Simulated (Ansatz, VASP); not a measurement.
AsSe3 in VASP and in Ansatz

```xyz
4
Lattice="0.0000 4.1683 4.1683 4.1683 0.0000 4.1683 4.1683 4.1683 0.0000" Properties=species:S:1:pos:R:3 pbc="T T T"
As    0.0000    0.0000    0.0000
Se    2.0842    2.0842    2.0842
Se    6.2525    6.2525    6.2525
Se    4.1683    4.1683    4.1683
```

Change from the starting cell: species swapped into the Rb3Cd type (Fm-3m, No. 225).

Alike in both runs: task relaxation of cell and atoms; functional PBE; k mesh 4 × 4 × 4; occupations gaussian, width 0.1 eV; no spin polarisation.

|  | VASP | Ansatz |
| --- | --- | --- |
| version | VASP 6.6.1 | Ansatz 0.2.0 |
| potentials or method | VASP PAW PBE potentials, release 64 (As, Se), cutoff 600 eV | scalar-relativistic, plane waves, PAW |
| valence electrons in the cell | 23 | 63 |

Ansatz gave:

```
gap on the k mesh at the Fermi level, each at its own relaxed structure (eV) : none
relaxed volume (Å³/atom)                                                     : 20.17
relaxed cell length with the largest relative difference (Å)                 : 4.850
```

Question: Which values does VASP return?

Answer: gap on the k mesh at the Fermi level, each at its own relaxed structure (eV): none; relaxed volume (Å³/atom): 20.19; relaxed cell length with the largest relative difference (Å): 4.852.

A gap of «none» marks a metal or a gap that the smearing closes. VASP's potentials hold 23 valence electrons a cell and Ansatz's 63, so a difference there can come from the potentials and not from the codes.

Noted on VASP's run: the volume moved by over 15 % at a fixed basis, so the end points are rough.
